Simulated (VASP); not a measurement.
Here is a VASP 6.6.1 calculation.

INCAR

```
PREC = Accurate
ENCUT = 600
EDIFF = 1E-6
ISMEAR = 0
SIGMA = 0.1
LREAL = False
LASPH = True
NELM = 120
ALGO = Normal
ISIF = 2
LWAVE = False
LCHARG = True
LELF = True
LVHAR = True
NBANDS = 16
GGA_COMPAT = False
```

KPOINTS

```
regular mesh
0
Gamma
  8 8 8
```

The input POSCAR:

```
NbC
1.0
    0.0000000000      2.2540454600      2.2540454600
    2.2540454600      0.0000000000      2.2540454600
    2.2540454600      2.2540454600      0.0000000000
Nb C
1 1
Direct
    0.0000000000      0.0000000000      0.0000000000
    0.5000000000      0.5000000000      0.5000000000
```

Potentials or basis: VASP PAW LDA potentials, release 64 (Nb_sv, C).

The run is started by

```sh
$ cat potpaw_LDA.64/Nb_sv/POTCAR potpaw_LDA.64/C/POTCAR > POTCAR
$ mpirun -np 1 vasp_std > vasp.out
```

Estimate the pressure.

-16.3 GPa.
